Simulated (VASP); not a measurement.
# Hf (Im-3m) in VASP: a series of runs

Hf is run at these levels: revPBE; tasks: single point.

Everything below comes from runs of VASP 6.6.1. Logs are shortened: lines on timing, memory, paths and dates and some standing lists are left out, and cuts for length are marked.

**1. The cell of the first run**

The structure is cubic, space group Im-3m (No. 229). The conventional cell has a = 3.425 Å, b = 3.425 Å, c = 3.425 Å, α = 90.00°, β = 90.00°, γ = 90.00°. Within 3.9 Å of Hf (site symmetry m-3m) lie 14 Hf at 2.97 to 3.43 Å.

**2. Single point, revPBE (volume scaled by 0.88)**

The input, INCAR:

```
PREC     = Accurate       # precision mode
ENCUT    = 520            # plane-wave cutoff, eV
EDIFF    = 1E-7           # SCF threshold, eV
ISMEAR   = -1             # smearing method
SIGMA    = 0.1            # smearing width, eV
LREAL    = False          # projectors in reciprocal space
LASPH    = True           # aspherical terms in the spheres
NELM     = 100            # most SCF steps
ALGO     = Normal         # electronic algorithm
ISIF     = 2              # what is computed and relaxed
LWAVE    = False          # write WAVECAR
LCHARG   = True           # write CHGCAR
GGA      = RE             # functional
LELF     = True           # ELF
LVHAR    = True         
NBANDS   = 11             # bands
```

The input, KPOINTS:

```
Automatic mesh
0
Gamma
  14 14 14
```

The input, POSCAR:

```
Hf
1.0
   -1.7126164678      1.7126164678      1.7126164678
    1.7126164678     -1.7126164678      1.7126164678
    1.7126164678      1.7126164678     -1.7126164678
Hf
1
Direct
    0.0000000000      0.0000000000      0.0000000000
```

Potentials or basis: VASP PAW PBE potentials, release 64 (Hf_pv).

On the command line:

```bash
cat potpaw_PBE.64/Hf_pv/POTCAR > POTCAR
mpirun -np 1 vasp_std > vasp.out
```

OUTCAR:

```text
PREC = Accurate
   ENCUT = 520
   EDIFF = 1E-7
   ISMEAR = -1
   LREAL = False
   LASPH = True
   NELM = 100
   ISIF = 2
   GGA = RE

 ion  position               nearest neighbor table
   1  0.000  0.000  0.000-

  LATTYP: Found a body centered cubic cell.
 ALAT       =     3.4252329356

  Lattice vectors:

 A1 = (  -1.7126164678,   1.7126164678,   1.7126164678)
 A2 = (   1.7126164678,  -1.7126164678,   1.7126164678)
 A3 = (   1.7126164678,   1.7126164678,  -1.7126164678)

Analysis of symmetry for initial positions (statically):
=====================================================================
 Subroutine PRICEL returns:
 Original cell was already a primitive cell.

 Routine SETGRP: Setting up the symmetry group for a
 body centered cubic supercell.

 Subroutine GETGRP returns: Found 48 space group operations
 (whereof 48 operations were pure point group operations)
 out of a pool of 48 trial point group operations.

The static configuration has the point symmetry O_h .

Analysis of symmetry for dynamics (positions and initial velocities):
=====================================================================
 Subroutine PRICEL returns:
 Original cell was already a primitive cell.

 Routine SETGRP: Setting up the symmetry group for a
 body centered cubic supercell.

 Subroutine GETGRP returns: Found 48 space group operations
 (whereof 48 operations were pure point group operations)
 out of a pool of 48 trial point group operations.

The dynamic configuration has the point symmetry O_h .

 Subroutine INISYM returns: Found 48 space group operations
 (whereof 48 operations are pure point group operations),
 and found     1 'primitive' translations

----------------------------------------------------------------------------------------

                                     Primitive cell

  volume of cell :      20.0928

  direct lattice vectors                    reciprocal lattice vectors
    -1.712616468  1.712616468  1.712616468     0.000000000  0.291950947  0.291950947
     1.712616468 -1.712616468  1.712616468     0.291950947  0.000000000  0.291950947
     1.712616468  1.712616468 -1.712616468     0.291950947  0.291950947  0.000000000

  length of vectors
     2.966338736  2.966338736  2.966338736     0.412880989  0.412880989  0.412880989

  position of ions in fractional coordinates (direct lattice)
     0.000000000  0.000000000  0.000000000

  ion indices of the primitive-cell ions
   primitive index   ion index
                 1           1

----------------------------------------------------------------------------------------

 KPOINTS: Automatic mesh

Automatic generation of k-mesh.
 Grid dimensions read from file:
 generate k-points for:   14   14   14

 Generating k-lattice:

  Cartesian coordinates                     Fractional coordinates (reciprocal lattice)
     0.000000000  0.020853639  0.020853639     0.071428571  0.000000000  0.000000000
     0.020853639  0.000000000  0.020853639     0.000000000  0.071428571  0.000000000
     0.020853639  0.020853639  0.000000000     0.000000000  0.000000000  0.071428571

  Length of vectors
     0.029491499  0.029491499  0.029491499

  Shift w.r.t. Gamma in fractional coordinates (k-lattice)
     0.000000000  0.000000000  0.000000000

 Subroutine IBZKPT returns following result:
 ===========================================

 Found    104 irreducible k-points:

 Following reciprocal coordinates:
            Coordinates               Weight
  0.000000  0.000000  0.000000      1.000000
  0.071429  0.000000  0.000000     12.000000
  0.142857  0.000000  0.000000     12.000000
  0.214286  0.000000  0.000000     12.000000
  0.285714  0.000000  0.000000     12.000000
  0.357143  0.000000  0.000000     12.000000
[... 16 lines left out ...]
  0.285714  0.285714  0.000000     24.000000
  0.357143  0.285714  0.000000     24.000000
 [... further k-points ...]
   k-points           NKPTS =    104   k-points in BZ     NKDIM =    104   number of bands    NBANDS=     11
   number of dos      NEDOS =    301   number of ions     NIONS =      1
   total plane-waves  NPLWV =  13824
   dimension x,y,z NGX =    24 NGY =   24 NGZ =   24
   dimension x,y,z NGXF=    48 NGYF=   48 NGZF=   48
   ions per type =               1
   NGX,Y,Z   is equivalent  to a cutoff of  13.45, 13.45, 13.45 a.u.
   NGXF,Y,Z  is equivalent  to a cutoff of  26.90, 26.90, 26.90 a.u.
 SYSTEM =  unknown system
   PREC   = accura    normal or accurate (medium, high low for compatibility)
   ISTART =      0    job   : 0-new  1-cont  2-samecut
   ICHARG =      2    charge: 1-file 2-atom 10-const
   ISPIN  =      1    spin polarized calculation?
   LNONCOLLINEAR =      F non collinear calculations
   LSORBIT =      F    spin-orbit coupling
   LASPH  =      T    aspherical Exc in radial PAW
   ENCUT  =  520.0 eV  38.22 Ry    6.18 a.u.   5.52  5.52  5.52*2*pi/ulx,y,z
   NELM   =    100;   NELMIN=  2; NELMDL= -5     # of ELM steps
   EDIFF  = 0.1E-06   stopping-criterion for ELM
   LREAL  =      F    real-space projection
   EDIFFG = 0.1E-05   stopping-criterion for IOM
   NSW    =      0    number of steps for IOM
   IBRION =     -1    ionic relax: 0-MD 1-quasi-New 2-CG
   NFREE  =      0    steps in history (QN), initial steepest desc. (CG)
   ISIF   =      2    stress and relaxation
   ISYM   =      2    0-nonsym 1-usesym 2-fastsym
   POTIM  = 0.5000    time-step for ionic-motion
   TEBEG  =    0.0;   TEEND  =   0.0 temperature during run
   PSTRESS=    0.0 pullay stress
   NELECT =      10.0000    total number of electrons
   NUPDOWN=      -1.0000    fix difference up-down
   EMIN   =  10.00;   EMAX   =-10.00  energy-range for DOS
   EFERMI =   0.00;   METHOD = LEGACY
   ISMEAR =    -1;   SIGMA  =   0.10  broadening in eV -4-tet -1-fermi 0-gaus
   EFERMI_NEDOS =   21; number of points for ismear=-14 and -15
   IALGO  =     38    algorithm
   IMIX   =      4    mixing-type and parameters
     AMIX     =   0.40;   BMIX     =  1.00
     AMIX_MAG =   1.60;   BMIX_MAG =  1.00
  volume/ion in A,a.u.               =      20.09       135.59
  Fermi-wavevector in a.u.,A,eV,Ry     =   1.297363  2.451660 22.900643  1.683150
  Thomas-Fermi vector in A             =   2.428760
   LORBIT       =      0    0 simple, 1 ext, 2 COOP (PROOUT), +10 PAW based schemes
   GGA     = RE    functional components
   LHFCALC =     F    Hartree Fock is set to
   AEXX    =    0.0000 exact exchange contribution
   IVDW    =     0    specifies the selected vdW correction
   LEPSILON=     F    determine dielectric tensor
   LRPA    =     F    only Hartree local field effects (RPA)
 non-spin polarized calculation
  energy-cutoff  :      520.00
  volume of cell :       20.09
 maximum number of plane-waves:       556
 NGX is ok and might be reduce to    24
   NGX = 11   NGY = 11   NGZ = 11

 number of electron      10.0000002 magnetization

 Free energy of the ion-electron system (eV)
  ---------------------------------------------------
  ext. energy  EPLUGINS =         0.00000000
  ---------------------------------------------------
  free energy    TOTEN  =        -9.32093007 eV

  energy without entropy =       -9.26690048  energy(sigma->0) =       -9.29391527

 E-fermi :   5.3807     XC(G=0): -11.7382

 val. band max:        5.3648774862   @ k =  -0.4286  -0.4286   0.1429
 cond. band min:       5.3967439689   @ k =   0.2857   0.1429   0.0714
 fundamental gap:      0.0318664827
 Fermi energy:         5.3807083278

 k-point     1 :       0.0000    0.0000    0.0000
  band No.  band energies     occupation
      1     -24.0365      2.00000
      2     -24.0365      2.00000
      3     -24.0365      2.00000
      4      -1.9722      2.00000
      5       7.0271      0.00000
      6       7.0271      0.00000
      7       7.0271      0.00000
      8      10.1209      0.00000
      9      10.1209      0.00000
     10      19.1752      0.00000
     11      19.1752      0.00000

 k-point     2 :       0.0714    0.0000    0.0000
  band No.  band energies     occupation
      1     -24.0994      2.00000
      2     -24.0554      2.00000
      3     -24.0370      2.00000
      4      -1.7575      2.00000
      5       6.8714      0.00000
      6       6.9651      0.00000
      7       7.2397      0.00000
      8       9.8644      0.00000
      9      10.1153      0.00000
     10      19.1104      0.00000
     11      19.3900      0.00000

 k-point     3 :       0.1429    0.0000    0.0000
  band No.  band energies     occupation
      1     -24.2721      2.00000
      2     -24.1080      2.00000
      3     -24.0382      2.00000
      4      -1.1489      2.00000
      5       6.4697      0.00004
      6       6.6895      0.00000
      7       7.8680      0.00000
      8       9.4856      0.00000
      9      10.1241      0.00000
     10      19.1098      0.00000
     11      19.8696      0.00000

 k-point     4 :       0.2143    0.0000    0.0000
  band No.  band energies     occupation
      1     -24.5132      2.00000
      2     -24.1831      2.00000
      3     -24.0400      2.00000
      4      -0.2602      2.00000
      5       5.9587      0.00616
      6       6.1819      0.00066
      7       8.8820      0.00000
      8       9.4597      0.00000
      9      10.2025      0.00000
     10      19.1081      0.00000
     11      19.9529      0.00000
[... 239 lines left out ...]
 k-point    22 :       0.3571    0.2143    0.0000
  band No.  band energies     occupation
      1     -25.0330      2.00000
      2     -24.5906      2.00000
      3     -24.1613      2.00000
      4       2.9303      2.00000
      5       4.7302      1.99701
      6       5.5971      0.20610
      7       9.8933      0.00000
      8      11.1673      0.00000
      9      15.1157      0.00000
     10      15.4134      0.00000
     11      18.6938      0.00000

 k-point    23 :       0.2857    0.2857    0.0000
  band No.  band energies     occupation
      1     -24.9697      2.00000
      2     -24.6611      2.00000
      3     -24.1751      2.00000
      4       3.3415      2.00000
      5       4.5803      1.99933
      6       5.3140      1.32153
      7      10.1310      0.00000
      8      10.8885      0.00000
      9      14.8742      0.00000
     10      15.6696      0.00000
     11      19.0157      0.00000

 k-point    24 :       0.3571    0.2857    0.0000
  band No.  band energies     occupation
      1     -24.9253      2.00000
      2     -24.7476      2.00000
      3     -24.1811      2.00000
      4       3.5329      2.00000
      5       4.7222      1.99724
      6       5.1286      1.85115
      7      10.3513      0.00000
      8      10.9397      0.00000
      9      14.1224      0.00000
     10      16.6553      0.00000
     11      18.1623      0.00000

 [... further k-points ...]
[... 5 lines left out ...]
  --------------------------------------------------------------------------------------
  -------------------------------------------------------------------------------------
  Total        1.8376509      1.8376509      1.8376509      0.0000000     -0.0000000      0.0000000
  in kB      146.5322609    146.5322609    146.5322609      0.0000000     -0.0000000      0.0000000
  external PRESSURE =     146.5322609 kB  Pullay stress =       0.0000000 kB

 VOLUME and BASIS-vectors are now :
 -----------------------------------------------------------------------------
  energy-cutoff  :      520.00
  volume of cell :       20.09
      direct lattice vectors                 reciprocal lattice vectors
    -1.712616468  1.712616468  1.712616468     0.000000000  0.291950947  0.291950947
     1.712616468 -1.712616468  1.712616468     0.291950947  0.000000000  0.291950947
     1.712616468  1.712616468 -1.712616468     0.291950947  0.291950947  0.000000000

 POSITION                                       TOTAL-FORCE (eV/Angst)
 -----------------------------------------------------------------------------------
      0.00000      0.00000      0.00000         0.000000      0.000000      0.000000
 -----------------------------------------------------------------------------------
    total drift:                               -0.000000      0.000000      0.000000

  FREE ENERGIE OF THE ION-ELECTRON SYSTEM (eV)
  ---------------------------------------------------
  free  energy   TOTEN  =        -9.3209300695 eV

  energy  without entropy=       -9.2669004793  energy(sigma->0) =       -9.29391527
```

Run time: 16 s. Hardware: 1 thread of Intel Xeon Platinum 8259CL at 2.50GHz (Skylake/Cascade Lake), shared host; peak memory 0.15 GiB.

What came out:

| Item | Value |
| --- | --- |
| Free energy | -9.3209 eV |
| Pressure | 14.7 GPa |
| Band gap on the k mesh | zero (band 5 reaches 7.03 eV, above the bottom of band 6 at 4.58 eV) |

Levels at points of the mesh, in eV from the Fermi level:
```csv
k point,band 2,band 3,band 4,band 5,band 6,band 7,band 8,band 9
"(0.00, 0.00, 0.00)",-29.42,-29.42,-7.35,1.65,1.65,1.65,4.74,4.74
"(0.50, 0.00, 0.00)",-29.79,-29.43,-3.69,-0.66,1.52,4.65,5.76,8.64
"(0.50, 0.50, 0.50)",-30.22,-30.22,-3.05,-3.05,7.66,7.66,7.66,8.16
```

Caveat: the PAW data sets were made with another functional, which shifts forces and pressure a little; spin-orbit coupling is left out, which moves the levels of the heavy elements.

**3. Single point, revPBE (volume scaled by 0.92)**

The input, INCAR:

```
PREC = Accurate ; ENCUT = 520
EDIFF = 1E-7 ; ISMEAR = -1
SIGMA = 0.1 ; LREAL = False
LASPH = True ; NELM = 60
ALGO = Normal ; ISIF = 2
LWAVE = False ; LCHARG = False
GGA = RE ; NBANDS = 11
```

The input, KPOINTS:

```
regular mesh
0
Gamma
  14 14 14
```

The input, POSCAR:

```
Hf
1.0
   -1.7381816767      1.7381816767      1.7381816767
    1.7381816767     -1.7381816767      1.7381816767
    1.7381816767      1.7381816767     -1.7381816767
Hf
1
Direct
    0.0000000000      0.0000000000      0.0000000000
```

Potentials or basis: VASP PAW PBE potentials, release 64 (Hf_pv).

On the command line:

```bash
cat potpaw_PBE.64/Hf_pv/POTCAR > POTCAR
mpirun -np 1 vasp_std > vasp.out
```

Wall time 16 s (1 thread of Intel Xeon Platinum 8259CL at 2.50GHz (Skylake/Cascade Lake), shared host); peak memory 0.15 GiB.

It converged, with:

* Free energy: -9.3874 eV
* Pressure: 8.8 GPa
* Band gap on the k mesh: zero (band 5 reaches 6.68 eV, above the bottom of band 6 at 4.29 eV)

Levels at points of the mesh, in eV from the Fermi level:
```tsv
k point	band 3	band 4	band 5	band 6	band 7	band 8
(0.00, 0.00, 0.00)	-29.60	-7.22	1.62	1.62	1.62	4.57
(0.50, 0.00, 0.00)	-29.60	-3.55	-0.57	1.31	4.45	5.51
(0.50, 0.50, 0.50)	-30.29	-2.83	-2.83	7.30	7.30	7.30
```

Caveat: the PAW data sets were made with another functional, which shifts forces and pressure a little; spin-orbit coupling is left out, which moves the levels of the heavy elements.

**4. Single point, revPBE (volume scaled by 0.96)**

The input, INCAR:

```
PREC = Accurate
ENCUT = 520
EDIFF = 1E-6
ISMEAR = -1
SIGMA = 0.1
LREAL = F
LASPH = T
NELM = 80
ALGO = Normal
ISIF = 2
LWAVE = F
LCHARG = T
GGA = RE
LELF = T
LVHAR = T
NBANDS = 11
```

KPOINTS is that of step 3.

The input, POSCAR:

```
Hf
1.0
   -1.7630161987      1.7630161987      1.7630161987
    1.7630161987     -1.7630161987      1.7630161987
    1.7630161987      1.7630161987     -1.7630161987
Hf
1
Direct
    0.0000000000      0.0000000000      0.0000000000
```

Potentials or basis: VASP PAW PBE potentials, release 64 (Hf_pv).

On the command line:

```bash
cat potpaw_PBE.64/Hf_pv/POTCAR > POTCAR
mpirun -np 1 vasp_std > vasp.out
```

OUTCAR:

```text
PREC = Accurate
   ENCUT = 520
   EDIFF = 1E-6
   ISMEAR = -1
   LREAL = F
   LASPH = T
   NELM = 80
   ISIF = 2
   GGA = RE

 ion  position               nearest neighbor table
   1  0.000  0.000  0.000-

  LATTYP: Found a body centered cubic cell.
 ALAT       =     3.5260323974

  Lattice vectors:

 A1 = (  -1.7630161987,   1.7630161987,   1.7630161987)
 A2 = (   1.7630161987,  -1.7630161987,   1.7630161987)
 A3 = (   1.7630161987,   1.7630161987,  -1.7630161987)

[... 503 lines left out ...]
      2     -25.5280      2.00000
      3     -25.1028      2.00000
      4       3.0864      2.00000
      5       4.1553      1.99602
      6       4.4482      1.92809
      7       9.3518      0.00000
      8       9.8678      0.00000
      9      12.5603      0.00000
     10      14.9978      0.00000
     11      16.4270      0.00000

 [... further k-points ...]
[... 5 lines left out ...]
  --------------------------------------------------------------------------------------
  -------------------------------------------------------------------------------------
  Total        0.5192597      0.5192597      0.5192597      0.0000000      0.0000000      0.0000000
  in kB       37.9547637     37.9547637     37.9547637      0.0000000      0.0000000      0.0000000
  external PRESSURE =      37.9547637 kB  Pullay stress =       0.0000000 kB

 VOLUME and BASIS-vectors are now :
 -----------------------------------------------------------------------------
  energy-cutoff  :      520.00
  volume of cell :       21.92
      direct lattice vectors                 reciprocal lattice vectors
    -1.763016199  1.763016199  1.763016199     0.000000000  0.283604881  0.283604881
     1.763016199 -1.763016199  1.763016199     0.283604881  0.000000000  0.283604881
     1.763016199  1.763016199 -1.763016199     0.283604881  0.283604881  0.000000000

 POSITION                                       TOTAL-FORCE (eV/Angst)
 -----------------------------------------------------------------------------------
      0.00000      0.00000      0.00000        -0.000000     -0.000000     -0.000000
 -----------------------------------------------------------------------------------
    total drift:                                0.000000      0.000000     -0.000000

  FREE ENERGIE OF THE ION-ELECTRON SYSTEM (eV)
  ---------------------------------------------------
  free  energy   TOTEN  =        -9.4229280727 eV

  energy  without entropy=       -9.3604589026  energy(sigma->0) =       -9.39169349
```

stdout:

```text
POSCAR found type information on POSCAR Hf
 POSCAR found :  1 types and       1 ions
 scaLAPACK will be used
 -----------------------------------------------------------------------------
|                                                                             |
|                                                                             |
|     You enforced a specific xc type in the INCAR file but a different       |
|     I HOPE YOU KNOW WHAT YOU ARE DOING!                                     |
|                                                                             |
 -----------------------------------------------------------------------------

 LDA part: xc-table for (Slater+PW92), standard interpolation
 POSCAR, INCAR and KPOINTS ok, starting setup
 FFT: planning ... GRIDC
 FFT: planning ... GRID_SOFT
 FFT: planning ... GRID
 WAVECAR not read
 entering main loop
```

Wall time 14 s (1 thread of Intel Xeon Platinum 8259CL at 2.50GHz (Skylake/Cascade Lake), shared host); peak memory 0.15 GiB.

Results:

```
Free energy            : -9.4229 eV
Pressure               : 3.8 GPa
Band gap on the k mesh : zero (band 5 reaches 6.36 eV, above the bottom of band 6 at 4.02 eV)
```

Caveat: the PAW data sets were made with another functional, which shifts forces and pressure a little; spin-orbit coupling is left out, which moves the levels of the heavy elements.

**5. Overview**

| cell | gap on the mesh (eV) | pressure (GPa) |
| --- | --- | --- |
| a = 2.966 Å, angles 109.5°, 1 atom | none | 14.7 |
| a = 3.011 Å, angles 109.5°, 1 atom | none | 8.8 |
| a = 3.054 Å, angles 109.5°, 1 atom | none | 3.8 |

Alike in all rows: task single point; level revPBE; potentials or basis VASP PAW PBE potentials, release 64 (Hf_pv); no spin polarisation; k mesh 14 × 14 × 14; cutoff (eV) 520; smearing fermi-dirac 0.1 eV.

Caveats: the PAW data sets were made with another functional, which shifts forces and pressure a little; spin-orbit coupling is left out, which moves the levels of the heavy elements.

Absolute energies hang on the potentials; compare differences alone.
